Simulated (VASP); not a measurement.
Input of a VASP 6.6.1 run:

INCAR

```
PREC = Accurate ; ENCUT = 520
EDIFF = 1E-7 ; ISMEAR = 0
SIGMA = 0.01 ; LREAL = F
LASPH = T ; NELM = 80
ALGO = Normal ; ISIF = 2
LWAVE = F ; LCHARG = F
GGA = PS ; NBANDS = 33
```

Contents of KPOINTS:

```
Automatic mesh
0
Gamma
  4 4 3
```

POSCAR

```
TiO2
1.0
    2.7060340000     -2.7066550000      0.0000000000
    2.7060340000      2.7066550000      0.0000000000
   -2.6335310000      0.0000000000      4.7966370000
Ti O
2 4
Direct
    0.1341100000      0.8658900000      0.2500000000
    0.8658900000      0.1341100000      0.7500000000
    0.3312210000      0.0887550000      0.6671490000
    0.6687790000      0.9112450000      0.3328510000
    0.9112450000      0.6687790000      0.8328510000
    0.0988996796      0.3413656796      0.1879969399
```

Potentials or basis: VASP PAW PBE potentials, release 64 (Ti_sv, O).

Run with:

```sh
$ cat potpaw_PBE.64/Ti_sv/POTCAR potpaw_PBE.64/O/POTCAR > POTCAR
$ mpirun -np 1 vasp_std > vasp.out
```

(1) What does it give for the pressure?

(2) What does it give for the largest force?

(3) Estimate the band gap on the k mesh.

Answers

(1) -7.8 GPa.

(2) 1.111 eV/Å.

(3) 1.84 eV, indirect (least direct gap 2.30 eV).

Caveat: the k points lie up to 0.44 Å⁻¹ apart; the PAW data sets were made with another functional, which shifts forces and pressure a little.
